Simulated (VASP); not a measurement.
Here is a VASP 6.6.1 calculation.

The input INCAR:

```
SYSTEM = TiN
PREC = Accurate
ENCUT = 520
EDIFF = 1E-7
ISMEAR = 0
SIGMA = 0.02
LREAL = .FALSE.
LASPH = .TRUE.
NELM = 80
ALGO = Normal
ISIF = 3
LWAVE = .FALSE.
LCHARG = .FALSE.
GGA = PS
IBRION = 2
NSW = 80
EDIFFG = -0.002
KPAR = 4
```

The input KPOINTS:

```
regular mesh
0
G
  12 12 12
  0 0 0
```

POSCAR

```
TiN
1.0
    0.0000000000      2.1190000000      2.1190000000
    2.1190000000      0.0000000000      2.1190000000
    2.1190000000      2.1190000000      0.0000000000
Ti N
1 1
Direct
    0.0000000000      0.0000000000      0.0000000000
    0.5000000000      0.5000000000      0.5000000000
```

Potentials or basis: VASP PAW PBE potentials, release 64 (Ti_sv, N).

Launch:

```sh
$ cat potpaw_PBE.64/Ti_sv/POTCAR potpaw_PBE.64/N/POTCAR > POTCAR
$ mpirun -np 4 vasp_std > vasp.out
```

Q: Estimate the band gap on the k mesh.

A: Zero (an odd number of electrons rules out a gap without spin polarisation).

Q: What does it give for the relaxed volume?

A: 9.30 Å³/atom.

Q: Estimate the relaxed cell.

A: a = 2.974 Å, b = 2.974 Å, c = 2.974 Å, α = 60.00°, β = 60.00°, γ = 60.00°.

Q: Estimate the space group after relaxing (to 0.1 Å).

A: Fm-3m (No. 225).

The path:
```
step  energy change (eV)  largest force (eV/Å)  pressure (GPa)  volume (Å³)
   1              0.0000                0.0000           -6.44        19.03
   2              0.0110                0.0000           10.67        17.99
   3             -0.0087                0.0000           -0.06        18.61
   4             -0.0087                0.0000            0.07        18.60
   5             -0.0087                0.0000           -0.08        18.61
   6             -0.0087                0.0000           -0.02        18.60
```

Caveat: the PAW data sets were made with another functional, which shifts forces and pressure a little.
